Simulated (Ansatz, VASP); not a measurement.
CdTe in VASP and in Ansatz

The input INCAR:

```
SYSTEM = CdTe
PREC     = Accurate       ! precision mode
ENCUT    = 520            ! plane-wave cutoff, eV
EDIFF    = 1E-6           ! SCF threshold, eV
ISMEAR   = -1             ! smearing method
SIGMA    = 0.05           ! smearing width, eV
LREAL    = .False.        ! projectors in reciprocal space
LASPH    = .True.         ! aspherical terms in the spheres
NELM     = 100            ! most SCF steps
ALGO     = Normal         ! electronic algorithm
ISIF     = 2              ! what is computed and relaxed
LWAVE    = .False.        ! write WAVECAR
LCHARG   = .False.        ! write CHGCAR
LDIPOL   = .True.       
IDIPOL   = 3            
DIPOL    = 0.5 0.5 0.285
GGA      = PS             ! functional
NBANDS   = 16             ! bands
```

The input KPOINTS:

```
regular mesh
0
Gamma
  9 9 1
  0 0 0
```

Contents of POSCAR:

```
CdTe
1.0
    3.0380000000      0.0000000000      0.0000000000
    0.0000000000      3.0380000000      0.0000000000
    0.0000000000      0.0000000000     31.5700000000
Cd Te
1 1
Direct
    0.0000000000      0.0000000000      0.2383800000
    0.5000000000      0.5000000000      0.3317800000
```

File input.yaml:

```yaml
crystal:
  lattice:
    - [3.038, 0.0, 0.0]
    - [0.0, 3.038, 0.0]
    - [0.0, 0.0, 31.57]
  atoms:
    - { symbol: Cd, position: [0.0, 0.0, 0.23838] }
    - { symbol: Te, position: [0.5, 0.5, 0.33178] }
  periodic: [true, true, false]
kpoints:
  mp_grid: { grid: [9, 9, 1] }
scf:
  occupations: { method: fermi_dirac, width: 0.05 }
hamiltonian:
  xc: pbesol
  pseudopotentials: { kind: all_electron, lapw: { basis_error: 0.002 } }
output:
  forces: true
  stress: true
  eigenvalues: true
```

Alike in both runs: functional PBEsol; k mesh 9 × 9 × 1; occupations fermi-dirac, width 0.05 eV; no spin polarisation.

```csv
,VASP,Ansatz
version,VASP 6.6.1,Ansatz 0.2.0
potentials or method,"VASP PAW PBE potentials, release 64 (Cd, Te), cutoff 520 eV","all-electron LAPW, scalar-relativistic"
task,single point,work function
```

```csv
,VASP,Ansatz,Ansatz less VASP
gap on the k mesh at the Fermi level (eV),none,none,-
rms of the force components (eV/Å),0.022,0.026,+0.0036
```

VASP's potentials were made for PBE, not for PBEsol. Atom by atom the forces differ by 0.004 eV/Å (rms over components). A gap of «none» marks a metal or a gap that the smearing closes. Ansatz ran all-electron here, and VASP with PAW potentials.

Neither program's run includes spin-orbit coupling.
